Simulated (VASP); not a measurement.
Ni, 1 atom in the cell. Symmetry: Im-3m, No. 229, cubic system. Conventional cell: a = 2.755 Å, b = 2.755 Å, c = 2.755 Å, α = 90.00°, β = 90.00°, γ = 90.00°. Ni (site symmetry m-3m) has 14 Ni at 2.39 to 2.76 Å within 3.2 Å. 

```yaml
Program: VASP 6.6.1
Task: single point
Functional: PBEsol
Potentials_or_basis: VASP PAW PBE potentials, release 64 (Ni)
Cutoff: 520 eV
k_mesh: 34 × 34 × 34
Occupations: gaussian, width 0.15 eV
Spin: collinear spin, ferromagnetic start
Starting_moments: "[0.6] μB"
Dipole_correction: no
Further_INCAR_settings: ALGO = Normal; EDIFF = 1e-06; NBANDS = 15
```

Potentials or basis: VASP PAW PBE potentials, release 64 (Ni).

The run is started by

```console
$ cat potpaw_PBE.64/Ni/POTCAR > POTCAR
$ mpirun -np 1 vasp_std > vasp.out
```

Hardware: 1 thread of AMD EPYC 7R13 Processor (Zen 3) (shared host).

**Question.** Estimate the wall time of this run.

**Answer.** It took 3.2 min on 1 thread of AMD EPYC 7R13 Processor (Zen 3) (shared host), peak memory 0.32 GiB. Counts: scf iterations 12, k points 1059.
